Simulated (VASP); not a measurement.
Here is a VASP 6.6.1 calculation.

Contents of INCAR:

```
SYSTEM = SnO2
ALGO     = Normal         ! electronic algorithm
EDIFF    = 1E-8           ! SCF threshold, eV
ENCUT    = 520            ! plane-wave cutoff, eV
GGA      = PE             ! functional
ISIF     = 2              ! what is computed and relaxed
ISMEAR   = -1             ! smearing method
LASPH    = .TRUE.         ! aspherical terms in the spheres
LCHARG   = .FALSE.        ! write CHGCAR
LEFG     = .TRUE.       
LREAL    = .FALSE.        ! projectors in reciprocal space
LWAVE    = .FALSE.        ! write WAVECAR
NBANDS   = 64             ! bands
NELM     = 60             ! most SCF steps
PREC     = Accurate       ! precision mode
SIGMA    = 0.02           ! smearing width, eV
```

KPOINTS

```
k-points
0
G
  5 4 5
  0 0 0
```

Contents of POSCAR:

```
SnO2
1.0
    4.7351461700      0.0000000000      0.0000000000
    0.0000000000      5.7509122300      0.0000000000
    0.0000000000      0.0000000000      5.2471142500
Sn O
4 8
Direct
    0.5000000000      0.6654477500      0.7500000000
    0.0000000000      0.8345522500      0.2500000000
    0.5000000000      0.3345522500      0.2500000000
    0.0000000000      0.1654477500      0.7500000000
    0.7303050400      0.6071234700      0.0786035800
    0.2303050400      0.8928765300      0.9213964200
    0.7696949600      0.8928765300      0.5786035800
    0.2696949600      0.6071234700      0.4213964200
    0.7303050400      0.3928765300      0.5786035800
    0.2303050400      0.1071234700      0.4213964200
    0.7696949600      0.1071234700      0.0786035800
    0.2696949600      0.3928765300      0.9213964200
```

Potentials or basis: VASP PAW PBE potentials, release 64 (Sn_d, O).

Launch:

```console
$ cat potpaw_PBE.64/Sn_d/POTCAR potpaw_PBE.64/O/POTCAR > POTCAR
$ mpirun -np 1 vasp_std > vasp.out
```

**Question.** Estimate the pressure.

**Answer.** 7.6 GPa.

**Question.** What does it give for the band gap on the k mesh?

**Answer.** 1.35 eV (least direct gap 1.37 eV).

**Question.** Estimate the largest force.

**Answer.** 0.098 eV/Å.

Stress tensor (GPa, compression positive):
```
7.30 0.00 0.00
0.00 7.61 0.00
0.00 0.00 8.01
```

Caveat: the cell stands under pressure; without QUAD_EFG the Cq values of the log hold for a quadrupole moment of 1 mb, not for the nuclei; spin-orbit coupling is left out, which moves the levels of the heavy elements. A k mesh can miss the band edges.
